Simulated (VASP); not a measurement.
Input of a VASP 6.6.1 run:

The input INCAR:

```
SYSTEM = HfN
PREC = Accurate ; ENCUT = 520
EDIFF = 1E-7 ; ISMEAR = 0
SIGMA = 0.1 ; LREAL = .False.
LASPH = .True. ; NELM = 100
ALGO = Normal ; ISIF = 2
LWAVE = .False. ; LCHARG = .True.
GGA = PS ; LELF = .True.
LVHAR = .True. ; NBANDS = 32
```

Contents of KPOINTS:

```
regular mesh
0
Gamma
  12 12 6
  0 0 0
```

The input POSCAR:

```
HfN
1.0
    3.1831777528      0.0000000000      0.0000000000
   -1.5915888764      2.7567127987      0.0000000000
    0.0000000000      0.0000000000      7.7963544406
Hf N
3 3
Direct
    0.0000000000      0.0000000000      0.0000000000
    0.3333333333      0.6666666667      0.3333333333
    0.6666666667      0.3333333333      0.6666666667
    0.6666666667      0.3333333333      0.1666666667
    0.0000000000      0.0000000000      0.5000000000
    0.3333333333      0.6666666667      0.8333333333
```

Potentials or basis: VASP PAW PBE potentials, release 64 (Hf_pv, N).

Command:

```sh
$ cat potpaw_PBE.64/Hf_pv/POTCAR potpaw_PBE.64/N/POTCAR > POTCAR
$ mpirun -np 1 vasp_std > vasp.out
```

Question: Predict the band gap on the k mesh.

Answer: Zero (an odd number of electrons rules out a gap without spin polarisation).

Question: Estimate the pressure.

Answer: -2.2 GPa.

Caveat: the PAW data sets were made with another functional, which shifts forces and pressure a little; spin-orbit coupling is left out, which moves the levels of the heavy elements.
